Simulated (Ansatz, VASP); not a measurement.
**BAs in VASP and in Ansatz**

```xyz
2
Lattice="0.0000 2.3839 2.3839 2.3839 0.0000 2.3839 2.3839 2.3839 0.0000" Properties=species:S:1:pos:R:3 pbc="T T T"
B     0.0000    0.0000    0.0000
As    1.1919    1.1919    1.1919
```

Alike in both runs: functional PBEsol; k mesh 10 × 10 × 10; occupations gaussian, width 0.02 eV; no spin polarisation.

Ansatz relaxed the structure, and its values are those at the end. VASP's run is a single point on that final structure, the one shown.

```csv
,VASP,Ansatz
version,VASP 6.6.1,Ansatz 0.2.0
potentials or method,"VASP PAW PBE potentials, release 64 (B, As), cutoff 500 eV","scalar-relativistic, plane waves, PAW"
valence electrons in the cell,8,18
```

VASP gave:

```
gap on the k mesh at the Fermi level (eV) : 1.07
least direct gap on the mesh (eV)         : 3.25
pressure (GPa)                            : 0.9
```

Problem. What did Ansatz give for the same quantities?

Solution. gap on the k mesh at the Fermi level (eV): 1.08; least direct gap on the mesh (eV): 3.25; pressure (GPa): 0.0.

VASP's potentials were made for PBE, not for PBEsol, and Ansatz warns of the same on its side. VASP's potentials hold 8 valence electrons a cell and Ansatz's 18, so a difference there can come from the potentials and not from the codes.
